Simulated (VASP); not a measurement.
Write the native input for VASP 6.6.1 that does the following.

```yaml
Task: relaxation of cell and atoms
Functional: PBE
Potentials_or_basis: VASP PAW PBE potentials, release 64 (Co, Al)
Cutoff: 600 eV
k_mesh: 14 × 14 × 12
Occupations: fermi-dirac, width 0.1 eV
Spin: no spin polarisation
Target_pressure: 0.03 GPa
Dipole_correction: no
Further_INCAR_settings: ALGO = Normal; EDIFF = 1e-06; IBRION = 2; EDIFFG = -0.005; NSW = 60; ISIF = 3
```

The structure of AlCo (WC type) lies in POSCAR:

```
AlCo
1.0
    3.1884138222      0.0000000000      0.0000000000
   -1.5942069111      2.7612473678      0.0000000000
    0.0000000000      0.0000000000      3.1246455458
Co Al
1 1
Direct
    0.0000000000      0.0000000000      0.0000000000
    0.3333333333      0.6666666667      0.5000000000
```

These files were run (other wordings do the same):

INCAR

```
SYSTEM = AlCo
PREC     = Accurate       ! precision mode
ENCUT    = 600            ! plane-wave cutoff, eV
EDIFF    = 1E-6           ! SCF threshold, eV
ISMEAR   = -1             ! smearing method
SIGMA    = 0.1            ! smearing width, eV
LREAL    = .False.        ! projectors in reciprocal space
LASPH    = .True.         ! aspherical terms in the spheres
NELM     = 100            ! most SCF steps
ALGO     = Normal         ! electronic algorithm
ISIF     = 3              ! what is computed and relaxed
LWAVE    = .False.        ! write WAVECAR
LCHARG   = .False.        ! write CHGCAR
GGA      = PE             ! functional
IBRION   = 2              ! ionic algorithm
NSW      = 60             ! ionic steps
EDIFFG   = -0.005         ! ionic threshold
PSTRESS  = 0.3
```

KPOINTS

```
regular mesh
0
Gamma
  14 14 12
  0 0 0
```

Potentials or basis: VASP PAW PBE potentials, release 64 (Co, Al).

Run with:

```console
$ cat potpaw_PBE.64/Co/POTCAR potpaw_PBE.64/Al/POTCAR > POTCAR
$ mpirun -np 1 vasp_std > vasp.out
```

It gave:

```json
{
  "Relaxed volume": "12.21 Å³/atom",
  "Relaxed cell": "a = 2.731 Å, b = 2.731 Å, c = 3.781 Å, α = 90.00°, β = 90.00°, γ = 120.00°",
  "Space group after relaxing (to 0.1 Å)": "P-6m2 (No. 187)",
  "Energy change on relaxing (the run minimises the enthalpy)": "-223.4 meV/atom",
  "Ionic steps": "23",
  "Pressure after relaxing": "0.1 GPa",
  "Band gap on the k mesh": "zero (bands 6 and 7 overlap by 1.57 eV)"
}
```

Caveat: the cell is relaxed towards a set pressure, so the run minimises the enthalpy, not the energy; a cell axis changed by over 15 % at a fixed basis, so the end point is rough; the run has no spin polarisation, though such a crystal can be magnetic.

Run time: 7.5 min on 1 thread of AMD EPYC 9R45 96-Core Processor (Zen 5), with other jobs on the host, peak memory 0.21 GiB.
